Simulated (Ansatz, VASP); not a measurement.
One calculation of SrO, two programs

```xyz
2
Lattice="0.0000 2.5663 2.5663 2.5663 0.0000 2.5663 2.5663 2.5663 0.0000" Properties=species:S:1:pos:R:3 pbc="T T T"
Sr    2.5663    2.5663    2.5663
O     0.0000    0.0000    0.0000
```

Alike in both runs: task single point; functional PBE; k mesh 9 × 9 × 9; occupations gaussian, width 0.02 eV; no spin polarisation.

|  | VASP | Ansatz |
| --- | --- | --- |
| version | VASP 6.6.1 | Ansatz 0.2.0 |
| potentials or method | VASP PAW PBE potentials, release 64 (Sr_sv, O), cutoff 520 eV | all-electron LAPW, scalar-relativistic |

```tsv
	VASP	Ansatz	Ansatz less VASP
gap on the k mesh at the Fermi level (eV)	3.32	3.37	+0.047
least direct gap on the mesh (eV)	3.41	3.45	+0.036
pressure (GPa)	3.9	3.3	-0.60
```

Ansatz ran all-electron here, and VASP with PAW potentials.
